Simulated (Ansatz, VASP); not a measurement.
One calculation of Al3GaN4, two programs

```xyz
8
Lattice="4.5393 -0.1615 -0.1615 -0.1615 4.5393 -0.1615 -0.1615 -0.1615 4.5393" Properties=species:S:1:pos:R:3 pbc="T T T"
Al    2.1889    2.1889   -0.1615
Al    2.1889   -0.1615    2.1889
Al   -0.1615    2.1889    2.1889
Ga    0.0000    0.0000    0.0000
N     3.2190    3.2190    0.9183
N     3.2190    0.9183    3.2190
N     0.9183    3.2190    3.2190
N     1.0764    1.0764    1.0764
```

Change from the starting cell: equal engineering shear yz, xz and xy -0.0733, equal normal strain along x, y and z +0.0300.

Alike in both runs: task single point; functional PBEsol; k mesh 6 × 6 × 6; occupations gaussian, width 0.05 eV; no spin polarisation.

```csv
,VASP,Ansatz
version,VASP 6.6.1,Ansatz 0.2.0
potentials or method,"VASP PAW PBE potentials, release 64 (Al, Ga_d, N), cutoff 520 eV","scalar-relativistic, plane waves, PAW"
valence electrons in the cell,42,42
```

```tsv
	VASP	Ansatz	Ansatz less VASP
gap on the k mesh at the Fermi level (eV)	2.34	2.33	-0.005
least direct gap on the mesh (eV)	2.34	2.33	-0.005
pressure (GPa)	-11.3	-11.3	+0.07
traceless stress, the component that is largest in VASP (GPa)	13.27	13.17	-0.104
rms of the force components (eV/Å)	0.665	0.659	-0.0061
```

VASP's potentials were made for PBE, not for PBEsol. Atom by atom the forces differ by 0.013 eV/Å (rms over components). With one functional, cell and mesh, what is left measures potentials, basis and numerics.
